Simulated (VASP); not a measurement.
# Ge (Fd-3m) in VASP: settings compared

The runs below take Ge through relaxation of cell and atoms, single point, with revPBE, PBEsol, B3LYP.

All numbers are computed with VASP 6.6.1; they aren't measurements. Logs are shortened: lines on timing, memory, paths and dates and some standing lists are left out, and cuts for length are marked.

### Step 1. The cell of the first run

The structure is cubic, space group Fd-3m (No. 227). Conventional cell: a = 5.658 Å, b = 5.658 Å, c = 5.658 Å, α = 90.00°, β = 90.00°, γ = 90.00°. Within 3.2 Å of Ge (site symmetry -43m) lie 4 Ge at 2.45 Å.

### Step 2. Relaxation of cell and atoms, revPBE

The input, INCAR:

```
PREC = Accurate ; ENCUT = 600
EDIFF = 1E-6 ; ISMEAR = -1
SIGMA = 0.05 ; LREAL = F
LASPH = T ; NELM = 80
ALGO = Normal ; ISIF = 3
LWAVE = F ; LCHARG = F
GGA = RE ; IBRION = 2
NSW = 80 ; EDIFFG = -0.02
```

The input, KPOINTS:

```
Automatic mesh
0
Gamma
  8 8 8
```

The input, POSCAR:

```
Ge
1.0
    0.0000000000      2.8289100000      2.8289100000
    2.8289100000      0.0000000000      2.8289100000
    2.8289100000      2.8289100000      0.0000000000
Ge
2
Direct
    0.7500000000      0.7500000000      0.7500000000
    0.5000000000      0.5000000000      0.5000000000
```

Potentials or basis: VASP PAW PBE potentials, release 64 (Ge_d).

The run is started by

```console
$ cat potpaw_PBE.64/Ge_d/POTCAR > POTCAR
$ mpirun -np 1 vasp_std > vasp.out
```

OUTCAR:

```text
PREC = Accurate
   ENCUT = 600
   EDIFF = 1E-6
   ISMEAR = -1
   LREAL = F
   LASPH = T
   NELM = 80
   ISIF = 3
   GGA = RE
   IBRION = 2
   NSW = 80
   EDIFFG = -0.02

 ion  position               nearest neighbor table
   1  0.750  0.750  0.750-   2 2.45   2 2.45   2 2.45   2 2.45
   2  0.500  0.500  0.500-   1 2.45   1 2.45   1 2.45   1 2.45

  LATTYP: Found a face centered cubic cell.
 ALAT       =     5.6578200000

  Lattice vectors:

 A1 = (   0.0000000000,   2.8289100000,   2.8289100000)
 A2 = (   2.8289100000,   0.0000000000,   2.8289100000)
 A3 = (   2.8289100000,   2.8289100000,   0.0000000000)

Analysis of symmetry for initial positions (statically):
=====================================================================
 Subroutine PRICEL returns:
 Original cell was already a primitive cell.

 Routine SETGRP: Setting up the symmetry group for a
 face centered cubic supercell.

 Subroutine GETGRP returns: Found 48 space group operations
 (whereof 24 operations were pure point group operations)
 out of a pool of 48 trial point group operations.

The static configuration has the point symmetry T_d .
 The point group associated with its full space group is O_h .

Analysis of symmetry for dynamics (positions and initial velocities):
=====================================================================
 Subroutine PRICEL returns:
 Original cell was already a primitive cell.

 Routine SETGRP: Setting up the symmetry group for a
 face centered cubic supercell.

 Subroutine GETGRP returns: Found 48 space group operations
 (whereof 24 operations were pure point group operations)
 out of a pool of 48 trial point group operations.

The dynamic configuration has the point symmetry T_d .
 The point group associated with its full space group is O_h .

 Subroutine INISYM returns: Found 48 space group operations
 (whereof 24 operations are pure point group operations),
 and found     1 'primitive' translations

----------------------------------------------------------------------------------------

                                     Primitive cell

  volume of cell :      45.2780

  direct lattice vectors                    reciprocal lattice vectors
     0.000000000  2.828910000  2.828910000    -0.176746521  0.176746521  0.176746521
     2.828910000  0.000000000  2.828910000     0.176746521 -0.176746521  0.176746521
     2.828910000  2.828910000  0.000000000     0.176746521  0.176746521 -0.176746521

  length of vectors
     4.000682889  4.000682889  4.000682889     0.306133954  0.306133954  0.306133954

  position of ions in fractional coordinates (direct lattice)
     0.750000000  0.750000000  0.750000000
     0.500000000  0.500000000  0.500000000
[... 62 lines left out ...]
   dimension x,y,z NGX =    32 NGY =   32 NGZ =   32
   dimension x,y,z NGXF=    64 NGYF=   64 NGZF=   64
   ions per type =               2
   NGX,Y,Z   is equivalent  to a cutoff of  13.30, 13.30, 13.30 a.u.
   NGXF,Y,Z  is equivalent  to a cutoff of  26.59, 26.59, 26.59 a.u.
 SYSTEM =  unknown system
   PREC   = accura    normal or accurate (medium, high low for compatibility)
   ISTART =      0    job   : 0-new  1-cont  2-samecut
   ICHARG =      2    charge: 1-file 2-atom 10-const
   ISPIN  =      1    spin polarized calculation?
   LNONCOLLINEAR =      F non collinear calculations
   LSORBIT =      F    spin-orbit coupling
   LASPH  =      T    aspherical Exc in radial PAW
   ENCUT  =  600.0 eV  44.10 Ry    6.64 a.u.   7.99  7.99  7.99*2*pi/ulx,y,z
   NELM   =     80;   NELMIN=  2; NELMDL= -5     # of ELM steps
   EDIFF  = 0.1E-05   stopping-criterion for ELM
   LREAL  =      F    real-space projection
   EDIFFG = -.2E-01   stopping-criterion for IOM
   NSW    =     80    number of steps for IOM
   IBRION =      2    ionic relax: 0-MD 1-quasi-New 2-CG
   NFREE  =      1    steps in history (QN), initial steepest desc. (CG)
   ISIF   =      3    stress and relaxation
   ISYM   =      2    0-nonsym 1-usesym 2-fastsym
   POTIM  = 0.5000    time-step for ionic-motion
   TEBEG  =    0.0;   TEEND  =   0.0 temperature during run
   PSTRESS=    0.0 pullay stress
   NELECT =      28.0000    total number of electrons
   NUPDOWN=      -1.0000    fix difference up-down
   EMIN   =  10.00;   EMAX   =-10.00  energy-range for DOS
   EFERMI =   0.00;   METHOD = LEGACY
   ISMEAR =    -1;   SIGMA  =   0.05  broadening in eV -4-tet -1-fermi 0-gaus
   EFERMI_NEDOS =   21; number of points for ismear=-14 and -15
   IALGO  =     38    algorithm
   IMIX   =      4    mixing-type and parameters
     AMIX     =   0.40;   BMIX     =  1.00
     AMIX_MAG =   1.60;   BMIX_MAG =  1.00
  volume/ion in A,a.u.               =      22.64       152.78
  Fermi-wavevector in a.u.,A,eV,Ry     =   1.394756  2.635708 26.468033  1.945346
  Thomas-Fermi vector in A             =   2.518275
   LORBIT       =      0    0 simple, 1 ext, 2 COOP (PROOUT), +10 PAW based schemes
   GGA     = RE    functional components
   LHFCALC =     F    Hartree Fock is set to
   AEXX    =    0.0000 exact exchange contribution
   IVDW    =     0    specifies the selected vdW correction
   LEPSILON=     F    determine dielectric tensor
   LRPA    =     F    only Hartree local field effects (RPA)
 conjugate gradient relaxation of ions
 non-spin polarized calculation
  energy-cutoff  :      600.00
  volume of cell :       45.28
 maximum number of plane-waves:      1540
   NGX = 15   NGY = 15   NGZ = 15

--------------------------------------- Ionic step        1  -------------------------------------------

 number of electron      28.0000013 magnetization

 Free energy of the ion-electron system (eV)
  ---------------------------------------------------
  ext. energy  EPLUGINS =         0.00000000
  ---------------------------------------------------
  free energy    TOTEN  =        -8.40916333 eV

  energy without entropy =       -8.40861864  energy(sigma->0) =       -8.40889099

 E-fermi :   5.1562     XC(G=0):  -9.7968

 val. band max:        5.0739087436   @ k =   0.0000   0.0000   0.0000
 cond. band min:       5.1938514913   @ k =   0.0000   0.0000   0.0000
 fundamental gap:      0.1199427477
 Fermi energy:         5.1562202389

 k-point     1 :       0.0000    0.0000    0.0000
  band No.  band energies     occupation
      1     -19.7600      2.00000
      2     -19.7600      2.00000
      3     -19.7600      2.00000
      4     -19.7242      2.00000
      5     -19.7242      2.00000
      6     -19.5143      2.00000
[... 566 lines left out ...]
--------------------------------------- Ionic step        3  -------------------------------------------

 number of electron      27.9999986 magnetization

 Free energy of the ion-electron system (eV)
  ---------------------------------------------------
  ext. energy  EPLUGINS =         0.00000000
  ---------------------------------------------------
  free energy    TOTEN  =        -8.45891167 eV

  energy without entropy =       -8.45783547  energy(sigma->0) =       -8.45837357

 E-fermi :   4.3451     XC(G=0):  -9.4412

 val. band max:        4.0747231898   @ k =   0.1250   0.0000   0.0000
 cond. band min:       4.3772753358   @ k =   0.0000   0.0000   0.0000
 fundamental gap:      0.3025521460
 Fermi energy:         4.3451296761

 k-point     1 :       0.0000    0.0000    0.0000
  band No.  band energies     occupation
      1     -20.3654      2.00000
      2     -20.3654      2.00000
      3     -20.3654      2.00000
      4     -20.3351      2.00000
      5     -20.3351      2.00000
      6     -20.1619      2.00000
[... 524 lines left out ...]
  FREE ENERGIE OF THE ION-ELECTRON SYSTEM (eV)
  ---------------------------------------------------
  free  energy   TOTEN  =        -8.4589116745 eV

  energy  without entropy=       -8.4578354711  energy(sigma->0) =       -8.45837357

 reached required accuracy - stopping structural energy minimisation
```

CONTCAR:

```text
Ge
   1.00000000000000
     0.0000000000000000    2.8998956298205858    2.8998956298205858
     2.8998956298205858    0.0000000000000000    2.8998956298205858
     2.8998956298205858    2.8998956298205858    0.0000000000000000
  Ge
     2
Direct
     0.7500000000000000    0.7500000000000000    0.7500000000000000
     0.5000000000000000    0.5000000000000000    0.5000000000000000

  0.00000000E+00  0.00000000E+00  0.00000000E+00
  0.00000000E+00  0.00000000E+00  0.00000000E+00
```

Wall time 64 s (1 thread of Intel Xeon 6975P-C, shared host); peak memory 0.19 GiB.

Results:

- Free energy: -8.4589 eV
- Relaxed volume: 24.39 Å³/atom
- Relaxed cell: a = 4.101 Å, b = 4.101 Å, c = 4.101 Å, α = 60.00°, β = 60.00°, γ = 60.00°
- Space group after relaxing (to 0.05 Å): Fd-3m (No. 227)
- Energy gained by relaxing: 24.9 meV/atom
- Ionic steps: 3
- Pressure after relaxing: 0.0 GPa
- Band gap on the k mesh: zero (filled and empty bands touch)

Step by step:
```
step  energy change (eV)  largest force (eV/Å)  pressure (GPa)  volume (Å³)
   1              0.0000                0.0000            4.79        45.28
   2             -0.0457                0.0000           -1.23        49.86
   3             -0.0497                0.0000            0.03        48.77
```

Final structure:
```
Ge
1.0
     0.00000    2.89990    2.89990
     2.89990    0.00000    2.89990
     2.89990    2.89990    0.00000
Ge
2
Direct
  0.75000 0.75000 0.75000
  0.50000 0.50000 0.50000
```

Caveat: the PAW data sets were made with another functional, which shifts forces and pressure a little.

### Step 3. Relaxation of cell and atoms, PBEsol

The input, INCAR:

```
SYSTEM = Ge
  PREC = Accurate
  ENCUT = 600
  EDIFF = 1E-7
  ISMEAR = -1
  SIGMA = 0.05
  LREAL = .False.
  LASPH = .True.
  NELM = 60
  ALGO = Normal
  ISIF = 3
  LWAVE = .False.
  LCHARG = .False.
  GGA = PS
  IBRION = 2
  NSW = 80
  EDIFFG = -0.02
```

The input, KPOINTS:

```
Automatic mesh
0
Gamma
  8 8 8
  0 0 0
```

POSCAR is that of step 2.

Potentials or basis: VASP PAW PBE potentials, release 64 (Ge_d).

The run is started by

```console
$ cat potpaw_PBE.64/Ge_d/POTCAR > POTCAR
$ mpirun -np 1 vasp_std > vasp.out
```

OUTCAR:

```text
SYSTEM = Ge
   PREC = Accurate
   ENCUT = 600
   EDIFF = 1E-7
   ISMEAR = -1
   LREAL = .False.
   LASPH = .True.
   NELM = 60
   ISIF = 3
   GGA = PS
   IBRION = 2
   NSW = 80
   EDIFFG = -0.02

 ion  position               nearest neighbor table
   1  0.750  0.750  0.750-   2 2.45   2 2.45   2 2.45   2 2.45
   2  0.500  0.500  0.500-   1 2.45   1 2.45   1 2.45   1 2.45

  LATTYP: Found a face centered cubic cell.
 ALAT       =     5.6578200000

  Lattice vectors:

 A1 = (   0.0000000000,   2.8289100000,   2.8289100000)
 A2 = (   2.8289100000,   0.0000000000,   2.8289100000)
 A3 = (   2.8289100000,   2.8289100000,   0.0000000000)

Analysis of symmetry for initial positions (statically):
=====================================================================
 Subroutine PRICEL returns:
 Original cell was already a primitive cell.

 Routine SETGRP: Setting up the symmetry group for a
 face centered cubic supercell.

 Subroutine GETGRP returns: Found 48 space group operations
 (whereof 24 operations were pure point group operations)
 out of a pool of 48 trial point group operations.

The static configuration has the point symmetry T_d .
 The point group associated with its full space group is O_h .

Analysis of symmetry for dynamics (positions and initial velocities):
=====================================================================
 Subroutine PRICEL returns:
 Original cell was already a primitive cell.

 Routine SETGRP: Setting up the symmetry group for a
 face centered cubic supercell.

 Subroutine GETGRP returns: Found 48 space group operations
 (whereof 24 operations were pure point group operations)
[... 170 lines left out ...]
     2.828910000  2.828910000  0.000000000     0.176746521  0.176746521 -0.176746521

 POSITION                                       TOTAL-FORCE (eV/Angst)
 -----------------------------------------------------------------------------------
      4.24336      4.24336      4.24336        -0.000000     -0.000000     -0.000000
      2.82891      2.82891      2.82891         0.000000      0.000000      0.000000
 -----------------------------------------------------------------------------------
    total drift:                               -0.000000     -0.000000      0.000000

  FREE ENERGIE OF THE ION-ELECTRON SYSTEM (eV)
  ---------------------------------------------------
  free  energy   TOTEN  =        -9.8629830215 eV

  energy  without entropy=       -9.8620647660  energy(sigma->0) =       -9.86252389

--------------------------------------- Ionic step        2  -------------------------------------------

 number of electron      28.0000021 magnetization

 Free energy of the ion-electron system (eV)
  ---------------------------------------------------
  ext. energy  EPLUGINS =         0.00000000
  ---------------------------------------------------
  free energy    TOTEN  =        -9.86367205 eV

  energy without entropy =       -9.86273367  energy(sigma->0) =       -9.86320286

 E-fermi :   4.7477     XC(G=0): -10.0719

 val. band max:        4.6381641773   @ k =   0.0000   0.0000   0.0000
 cond. band min:       4.7504988654   @ k =   0.0000   0.0000   0.0000
 fundamental gap:      0.1123346882
 Fermi energy:         4.7477336435

 k-point     1 :       0.0000    0.0000    0.0000
  band No.  band energies     occupation
      1     -19.9957      2.00000
      2     -19.9957      2.00000
      3     -19.9957      2.00000
      4     -19.9601      2.00000
      5     -19.9601      2.00000
      6     -19.7542      2.00000
[... 481 lines left out ...]
      5     -19.8860      2.00000
      6     -19.8326      2.00000
[... 10 lines left out ...]
     17      10.4752      0.00000
     18      11.5922      0.00000

 [... further k-points ...]

------------------------ aborting loop because EDIFF is reached ----------------------------------------

  FORCE on cell =-STRESS in cart. coord.  units (eV):
  Direction    XX          YY          ZZ          XY          YZ          ZX
  --------------------------------------------------------------------------------------
  -------------------------------------------------------------------------------------
  Total       -0.0203656     -0.0203656     -0.0203656      0.0000000      0.0000000      0.0000000
  in kB       -0.7122630     -0.7122630     -0.7122630      0.0000000      0.0000000      0.0000000
  external PRESSURE =      -0.7122630 kB  Pullay stress =       0.0000000 kB

 VOLUME and BASIS-vectors are now :
 -----------------------------------------------------------------------------
  energy-cutoff  :      600.00
  volume of cell :       45.81
      direct lattice vectors                 reciprocal lattice vectors
    -0.000000000  2.839961042  2.839961042    -0.176058753  0.176058753  0.176058753
     2.839961042 -0.000000000  2.839961042     0.176058753 -0.176058753  0.176058753
     2.839961042  2.839961042 -0.000000000     0.176058753  0.176058753 -0.176058753

 POSITION                                       TOTAL-FORCE (eV/Angst)
 -----------------------------------------------------------------------------------
      4.25994      4.25994      4.25994        -0.000000     -0.000000     -0.000000
      2.83996      2.83996      2.83996         0.000000      0.000000      0.000000
 -----------------------------------------------------------------------------------
    total drift:                               -0.000000     -0.000000      0.000000

  FREE ENERGIE OF THE ION-ELECTRON SYSTEM (eV)
  ---------------------------------------------------
  free  energy   TOTEN  =        -9.8636720466 eV

  energy  without entropy=       -9.8627336684  energy(sigma->0) =       -9.86320286

 reached required accuracy - stopping structural energy minimisation
```

OSZICAR:

```text
N       E                     dE             d eps       ncg     rms          rms(c)
DAV:   1     0.174196136654E+03    0.17420E+03   -0.16792E+04  1068   0.461E+03
DAV:   2     0.122951093832E+02   -0.16190E+03   -0.15923E+03  1044   0.569E+02
DAV:   3    -0.932518237496E+01   -0.21620E+02   -0.21433E+02  1180   0.153E+02
DAV:   4    -0.100051168203E+02   -0.67993E+00   -0.67868E+00  1172   0.319E+01
[... 13 lines left out ...]
DAV:   3    -0.986440617327E+01    0.99840E-02   -0.17275E-02  1368   0.247E+00    0.139E-01
DAV:   4    -0.986368661792E+01    0.71956E-03   -0.20323E-03  1330   0.969E-01    0.300E-02
DAV:   5    -0.986367441624E+01    0.12202E-04   -0.15825E-04  1298   0.256E-01    0.221E-02
DAV:   6    -0.986367212550E+01    0.22907E-05   -0.12508E-05  1312   0.748E-02    0.862E-04
DAV:   7    -0.986367204659E+01    0.78909E-07   -0.60079E-07  1146   0.122E-02
   2 F= -.98636720E+01 E0= -.98632029E+01  d E =-.689025E-03
```

CONTCAR:

```text
Ge
   1.00000000000000
    -0.0000000000000000    2.8399610421974999    2.8399610421974999
     2.8399610421974999   -0.0000000000000000    2.8399610421974999
     2.8399610421974999    2.8399610421974999   -0.0000000000000000
  Ge
     2
Direct
     0.7500000000000000    0.7500000000000000    0.7500000000000000
     0.5000000000000000    0.5000000000000000    0.5000000000000000

  0.00000000E+00  0.00000000E+00  0.00000000E+00
  0.00000000E+00  0.00000000E+00  0.00000000E+00
```

Run time: 27 s. Hardware: 1 thread of Intel Xeon 6975P-C, shared host; peak memory 0.19 GiB.

What came out:

```yaml
Free_energy: -9.8637 eV
Relaxed_volume: 22.91 Å³/atom
Relaxed_cell: a = 4.016 Å, b = 4.016 Å, c = 4.016 Å, α = 60.00°, β = 60.00°, γ = 60.00°
Space_group_after_relaxing_to_0.05_Å: Fd-3m (No. 227)
Energy_gained_by_relaxing: 0.3 meV/atom
Ionic_steps: 2
Pressure_after_relaxing: -0.1 GPa
Band_gap_on_the_k_mesh: zero (filled and empty bands touch)
```

The path:
| step | energy change (eV) | largest force (eV/Å) | pressure (GPa) | volume (Å³) |
| --- | --- | --- | --- | --- |
| 1 | 0.0000 | 0.0000 | 0.57 | 45.28 |
| 2 | -0.0007 | 0.0000 | -0.07 | 45.81 |

Final structure:
```cif
data_structure
_symmetry_space_group_name_H-M 'P 1'
_symmetry_Int_Tables_number 1
_cell_length_a 4.0163
_cell_length_b 4.0163
_cell_length_c 4.0163
_cell_angle_alpha 60.000
_cell_angle_beta 60.000
_cell_angle_gamma 60.000
_cell_volume 45.81
loop_
_atom_site_label
_atom_site_type_symbol
_atom_site_fract_x
_atom_site_fract_y
_atom_site_fract_z
_atom_site_occupancy
Ge1 Ge 0.75000 0.75000 0.75000 1
Ge2 Ge 0.50000 0.50000 0.50000 1
```

Levels at points of the mesh, in eV from the Fermi level:
| k point | band 12 | band 13 | band 14 | band 15 | band 16 | band 17 |
| --- | --- | --- | --- | --- | --- | --- |
| (0.00, 0.00, 0.00) | -0.11 | 0.00 | 0.00 | 0.00 | 2.53 | 2.53 |
| (0.50, 0.00, 0.00) | -7.57 | -1.39 | -1.39 | 0.09 | 3.71 | 3.71 |
| (0.50, 0.50, 0.00) | -8.85 | -3.04 | -3.04 | 0.68 | 0.68 | 9.40 |

Caveat: the PAW data sets were made with another functional, which shifts forces and pressure a little.

(Continued in part 2 of 2.)
